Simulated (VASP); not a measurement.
Here is a VASP 6.6.1 calculation.

INCAR

```
ALGO     = Normal         # electronic algorithm
EDIFF    = 1E-6           # SCF threshold, eV
ENCUT    = 500            # plane-wave cutoff, eV
GGA_COMPAT= F            
ISIF     = 2              # what is computed and relaxed
ISMEAR   = 1              # smearing method
LASPH    = T              # aspherical terms in the spheres
LCHARG   = F              # write CHGCAR
LDAU     = T              # DFT+U
LDAUJ    = 0.8 0        
LDAUL    = 2 -1           # shell
LDAUPRINT= 1            
LDAUTYPE = 1            
LDAUU    = 3.6 0          # U, eV
LREAL    = F              # projectors in reciprocal space
LWAVE    = F              # write WAVECAR
NBANDS   = 16             # bands
NELM     = 200            # most SCF steps
PREC     = Accurate       # precision mode
SIGMA    = 0.115          # smearing width, eV
```

File KPOINTS:

```
k-points
0
Gamma
  2 2 2
```

The input POSCAR:

```
GaP
1.0
    0.0000000000      2.6219595062      2.6219595062
    2.6219595062      0.0000000000      2.6219595062
    2.6219595062      2.6219595062      0.0000000000
Ga P
1 1
Direct
    0.0000000000      0.0000000000      0.0000000000
    0.2500000000      0.2500000000      0.2500000000
```

Potentials or basis: VASP PAW LDA potentials, release 64 (Ga_d, P).

Run with:

```bash
$ cat potpaw_LDA.64/Ga_d/POTCAR potpaw_LDA.64/P/POTCAR > POTCAR
$ mpirun -np 1 vasp_std > vasp.out
```

Predict the pressure.

16.3 GPa.

What does it give for the band gap on the k mesh?

0.93 eV (least direct gap 2.66 eV).

Eigenvalues of the final occupation matrices:
```
    site  spin  trace               eigenvalues
site 1 d     1   5.05  1.00 1.00 1.02 1.02 1.02
site 1 d     2   5.05  1.00 1.00 1.02 1.02 1.02
```

Caveat: the k points lie up to 1.04 Å⁻¹ apart; the U is typed as a test and isn't derived for this compound. A k mesh can miss the band edges.
